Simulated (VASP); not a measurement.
# AgCl (Cmcm) in VASP: notebook

Runs on AgCl. Level: PBE. Tasks: electric field gradients.

Everything below comes from runs of VASP 6.6.1. Logs are shortened: lines on timing, memory, paths and dates and some standing lists are left out, and cuts for length are marked.

### Step 1. The cell of the first run

Symmetry: Cmcm, No. 63, orthorhombic system. Conventional cell: a = 3.665 Å, b = 10.886 Å, c = 3.844 Å, α = 90.00°, β = 90.00°, γ = 90.00°. Within 3.5 Å of Ag (site symmetry m2m) lie 7 Cl at 2.68 to 3.17 Å and 2 Ag at 2.96 Å. Cl (site symmetry m2m) has 7 Ag at 2.68 to 3.17 Å and 10 Cl at 3.50 to 3.84 Å within 3.9 Å.

### Step 2. Electric field gradients, PBE (19.17 Å³/atom)

INCAR

```
ALGO = Normal ; EDIFF = 1E-8
ENCUT = 520 ; GGA = PE
ISIF = 2 ; ISMEAR = -1
LASPH = True ; LCHARG = False
LEFG = True ; LREAL = False
LWAVE = False ; NBANDS = 26
NELM = 80 ; PREC = Accurate
SIGMA = 0.03
```

KPOINTS

```
k-points
0
Gamma
  9 9 8
```

POSCAR

```
AgCl
1.0
    1.8327171557     -5.4431635047      0.0000000000
    1.8327171557      5.4431635047      0.0000000000
    0.0000000000      0.0000000000      3.8439324781
Ag Cl
2 2
Direct
    0.3965554000      0.6034446000      0.7500000000
    0.6034446000      0.3965554000      0.2500000000
    0.8654487300      0.1345512700      0.2500000000
    0.1345512700      0.8654487300      0.7500000000
```

Potentials or basis: VASP PAW PBE potentials, release 64 (Ag, Cl).

The run is started by

```bash
$ cat potpaw_PBE.64/Ag/POTCAR potpaw_PBE.64/Cl/POTCAR > POTCAR
$ mpirun -np 1 vasp_std > vasp.out
```

OUTCAR:

```text
EDIFF = 1E-8
   ENCUT = 520
   GGA = PE
   ISIF = 2
   ISMEAR = -1
   LASPH = True
   LREAL = False
   NELM = 80
   PREC = Accurate

 ion  position               nearest neighbor table
   1  0.397  0.603  0.750-   3 2.68   3 2.68   3 2.68   3 2.68   4 2.85   2 2.96   2 2.96
   2  0.603  0.397  0.250-   4 2.68   4 2.68   4 2.68   4 2.68   3 2.85   1 2.96   1 2.96
   3  0.865  0.135  0.250-   1 2.68   1 2.68   1 2.68   1 2.68   2 2.85
   4  0.135  0.865  0.750-   2 2.68   2 2.68   2 2.68   2 2.68   1 2.85

  LATTYP: Found a base centered orthorhombic cell.
 ALAT       =     3.6654343114
 B/A-ratio  =     2.9699964819
 C/A-ratio  =     1.0486976853

  Lattice vectors:

 A1 = (   1.8327171557,  -5.4431635047,   0.0000000000)
 A2 = (   1.8327171557,   5.4431635047,   0.0000000000)
 A3 = (   0.0000000000,   0.0000000000,   3.8439324781)

Analysis of symmetry for initial positions (statically):
=====================================================================
 Subroutine PRICEL returns:
 Original cell was already a primitive cell.

 Routine SETGRP: Setting up the symmetry group for a
 base centered orthorhombic supercell.

 Subroutine GETGRP returns: Found  8 space group operations
 (whereof  4 operations were pure point group operations)
 out of a pool of  8 trial point group operations.

The static configuration has the point symmetry C_2h.
 The point group associated with its full space group is D_2h.

Analysis of symmetry for dynamics (positions and initial velocities):
=====================================================================
 Subroutine PRICEL returns:
 Original cell was already a primitive cell.

 Routine SETGRP: Setting up the symmetry group for a
 base centered orthorhombic supercell.

 Subroutine GETGRP returns: Found  8 space group operations
 (whereof  4 operations were pure point group operations)
 out of a pool of  8 trial point group operations.

The dynamic configuration has the point symmetry C_2h.
 The point group associated with its full space group is D_2h.

 Subroutine INISYM returns: Found  8 space group operations
 (whereof  4 operations are pure point group operations),
 and found     1 'primitive' translations

----------------------------------------------------------------------------------------

                                     Primitive cell

  volume of cell :      76.6924

  direct lattice vectors                    reciprocal lattice vectors
     1.832717156 -5.443163505  0.000000000     0.272818966 -0.091858347  0.000000000
     1.832717156  5.443163505  0.000000000     0.272818966  0.091858347  0.000000000
     0.000000000  0.000000000  3.843932478     0.000000000  0.000000000  0.260150251

  length of vectors
     5.743420680  5.743420680  3.843932478     0.287868276  0.287868276  0.260150251

  position of ions in fractional coordinates (direct lattice)
     0.396555400  0.603444600  0.750000000
     0.603444600  0.396555400  0.250000000
     0.865448730  0.134551270  0.250000000
     0.134551270  0.865448730  0.750000000

  ion indices of the primitive-cell ions
   primitive index   ion index
                 1           1
                 2           2
                 3           3
                 4           4

----------------------------------------------------------------------------------------

 KPOINTS: k-points

Automatic generation of k-mesh.
 Grid dimensions read from file:
 generate k-points for:    9    9    8

 Generating k-lattice:

  Cartesian coordinates                     Fractional coordinates (reciprocal lattice)
     0.030313218 -0.010206483  0.000000000     0.111111111  0.000000000  0.000000000
     0.030313218  0.010206483  0.000000000     0.000000000  0.111111111  0.000000000
[... 44 lines left out ...]
   dimension x,y,z NGXF=    96 NGYF=   96 NGZF=   60
   ions per type =               2   2
   NGX,Y,Z   is equivalent  to a cutoff of  13.89, 13.89, 12.97 a.u.
   NGXF,Y,Z  is equivalent  to a cutoff of  27.79, 27.79, 25.95 a.u.
 SYSTEM =  unknown system
   PREC   = accura    normal or accurate (medium, high low for compatibility)
   ISTART =      0    job   : 0-new  1-cont  2-samecut
   ICHARG =      2    charge: 1-file 2-atom 10-const
   ISPIN  =      1    spin polarized calculation?
   LNONCOLLINEAR =      F non collinear calculations
   LSORBIT =      F    spin-orbit coupling
   LASPH  =      T    aspherical Exc in radial PAW
   ENCUT  =  520.0 eV  38.22 Ry    6.18 a.u.  10.68 10.68  7.15*2*pi/ulx,y,z
   NELM   =     80;   NELMIN=  2; NELMDL= -5     # of ELM steps
   EDIFF  = 0.1E-07   stopping-criterion for ELM
   LREAL  =      F    real-space projection
   EDIFFG = 0.1E-06   stopping-criterion for IOM
   NSW    =      0    number of steps for IOM
   IBRION =     -1    ionic relax: 0-MD 1-quasi-New 2-CG
   NFREE  =      0    steps in history (QN), initial steepest desc. (CG)
   ISIF   =      2    stress and relaxation
   ISYM   =      2    0-nonsym 1-usesym 2-fastsym
   POTIM  = 0.5000    time-step for ionic-motion
   TEBEG  =    0.0;   TEEND  =   0.0 temperature during run
   PSTRESS=    0.0 pullay stress
   NELECT =      36.0000    total number of electrons
   NUPDOWN=      -1.0000    fix difference up-down
   EMIN   =  10.00;   EMAX   =-10.00  energy-range for DOS
   EFERMI =   0.00;   METHOD = LEGACY
   ISMEAR =    -1;   SIGMA  =   0.03  broadening in eV -4-tet -1-fermi 0-gaus
   EFERMI_NEDOS =   21; number of points for ismear=-14 and -15
   IALGO  =     38    algorithm
   IMIX   =      4    mixing-type and parameters
     AMIX     =   0.40;   BMIX     =  1.00
     AMIX_MAG =   1.60;   BMIX_MAG =  1.00
  volume/ion in A,a.u.               =      19.17       129.39
  Fermi-wavevector in a.u.,A,eV,Ry     =   1.272306  2.404309 22.024591  1.618762
  Thomas-Fermi vector in A             =   2.405191
   LORBIT       =      0    0 simple, 1 ext, 2 COOP (PROOUT), +10 PAW based schemes
   GGA     = PE    functional components
   LHFCALC =     F    Hartree Fock is set to
   AEXX    =    0.0000 exact exchange contribution
   IVDW    =     0    specifies the selected vdW correction
   LEPSILON=     F    determine dielectric tensor
   LRPA    =     F    only Hartree local field effects (RPA)
 non-spin polarized calculation
  energy-cutoff  :      520.00
  volume of cell :       76.69
 maximum number of plane-waves:      2082
 NGX is ok and might be reduce to    48
   NGX = 21   NGY = 21   NGZ = 15

 number of electron      35.9999999 magnetization

 Free energy of the ion-electron system (eV)
  ---------------------------------------------------
  ext. energy  EPLUGINS =         0.00000000
  ---------------------------------------------------
  free energy    TOTEN  =       -10.54019372 eV

  energy without entropy =      -10.54019210  energy(sigma->0) =      -10.54019291

 E-fermi :   5.3621     XC(G=0): -10.5844

 val. band max:        5.0808371526   @ k =   0.2222   0.2222   0.0000
 cond. band min:       5.5720937330   @ k =   0.0000   0.0000   0.0000
 fundamental gap:      0.4912565804
 Fermi energy:         5.3621409648

 k-point     1 :       0.0000    0.0000    0.0000
  band No.  band energies     occupation
      1     -10.5214      2.00000
      2      -9.8103      2.00000
      3       0.0741      2.00000
      4       1.2839      2.00000
      5       1.5103      2.00000
      6       1.6474      2.00000
[... 685 lines left out ...]
     25      15.6063      0.00000
     26      16.6164      0.00000

 [... further k-points ...]

------------------------ aborting loop because EDIFF is reached ----------------------------------------

  FORCE on cell =-STRESS in cart. coord.  units (eV):
  Direction    XX          YY          ZZ          XY          YZ          ZX
  --------------------------------------------------------------------------------------
  -------------------------------------------------------------------------------------
  Total        2.8121166      2.2855138      2.8689976      0.0000000      0.0000000      0.0000000
  in kB       58.7477629     47.7465357     59.9360604      0.0000000      0.0000000      0.0000000
  external PRESSURE =      55.4767863 kB  Pullay stress =       0.0000000 kB

 VOLUME and BASIS-vectors are now :
 -----------------------------------------------------------------------------
  energy-cutoff  :      520.00
  volume of cell :       76.69
      direct lattice vectors                 reciprocal lattice vectors
     1.832717156 -5.443163505  0.000000000     0.272818966 -0.091858347  0.000000000
     1.832717156  5.443163505  0.000000000     0.272818966  0.091858347  0.000000000
     0.000000000  0.000000000  3.843932478     0.000000000  0.000000000  0.260150251

 POSITION                                       TOTAL-FORCE (eV/Angst)
 -----------------------------------------------------------------------------------
      1.83272      1.12613      2.88295         0.000000     -0.017548     -0.000000
      1.83272     -1.12613      0.96098         0.000000      0.017548      0.000000
      1.83272     -3.97839      0.96098         0.000000      0.057435      0.000000
      1.83272      3.97839      2.88295         0.000000     -0.057435      0.000000
 -----------------------------------------------------------------------------------
    total drift:                                0.000000     -0.000000      0.000000

  FREE ENERGIE OF THE ION-ELECTRON SYSTEM (eV)
  ---------------------------------------------------
  free  energy   TOTEN  =       -10.5401937213 eV

  energy  without entropy=      -10.5401920967  energy(sigma->0) =      -10.54019291

 Electric field gradients (V/A^2)
---------------------------------------------------------------------
 ion       V_xx      V_yy      V_zz      V_xy      V_xz      V_yz
---------------------------------------------------------------------
   1     -24.325    56.342   -32.017     0.000     0.000    -0.000
   2     -24.325    56.342   -32.017    -0.000     0.000     0.000
   3      34.539   -54.187    19.649     0.000    -0.000    -0.000
   4      34.539   -54.187    19.649     0.000     0.000    -0.000
---------------------------------------------------------------------

 Electric field gradients after diagonalization (V/A^2)
 (convention: |V_zz| > |V_xx| > |V_yy|)
----------------------------------------------------------------------
 ion       V_xx      V_yy      V_zz     asymmetry (V_yy - V_xx)/ V_zz
----------------------------------------------------------------------
   1     -32.017   -24.325    56.342       0.137
   2     -32.017   -24.325    56.342       0.137
   3      34.539    19.649   -54.187       0.275
   4      34.539    19.649   -54.187       0.275
----------------------------------------------------------------------

           NMR quadrupolar parameters

 Cq : quadrupolar parameter    Cq=e*Q*V_zz/h
 eta: asymmetry parameters     (V_yy - V_xx)/ V_zz
 Q  : nuclear electric quadrupole moment in mb (millibarn)
----------------------------------------------------------------------
 ion       Cq(MHz)       eta       Q (mb)
----------------------------------------------------------------------
   1       0.136       0.137       1.000
   2       0.136       0.137       1.000
   3      -0.131       0.275       1.000
   4      -0.131       0.275       1.000
----------------------------------------------------------------------
```

It took 6.1 min on 1 thread of Intel Xeon 8259CL, shared host; peak memory 0.38 GiB.

What came out:

```yaml
Free_energy: -10.5402 eV
Pressure: 5.5 GPa
Largest_force: 0.057 eV/Å
Band_gap_on_the_k_mesh: 0.49 eV (least direct gap 2.10 eV)
Largest_electric_field_gradient_by_atom: Ag +56.3; Cl -54.2 V/Å²
```

Forces on the atoms (eV/Å):
```
Ag   0.000 -0.018  0.000
Ag   0.000  0.018  0.000
Cl   0.000  0.057  0.000
Cl   0.000 -0.057  0.000
```

Stress tensor (GPa, compression positive):
```
5.87 0.00 0.00
0.00 4.77 0.00
0.00 0.00 5.99
```

Levels at points of the mesh, in eV from the valence-band top:
```
           k point  band 16  band 17  band 18  band 19  band 20  band 21
(0.00, 0.00, 0.00)    -1.99    -1.79    -1.61     0.49     3.09     7.92
(0.00, 0.00, 0.50)    -1.39    -0.10    -0.10     4.51     4.51     6.76
```

Electric field gradients, principal values (V/Å²):
```tsv
atom	least	middle	greatest (by size)
1 Ag	-24.325	-32.017	56.342
2 Ag	-24.325	-32.017	56.342
3 Cl	19.649	34.539	-54.187
4 Cl	19.649	34.539	-54.187
```

Caveat: the cell stands under pressure; semilocal functionals underestimate gaps, and a narrow one can read as zero; without QUAD_EFG the Cq values of the log hold for a quadrupole moment of 1 mb, not for the nuclei. A k mesh can miss the band edges.

[end of part 1 of 2]
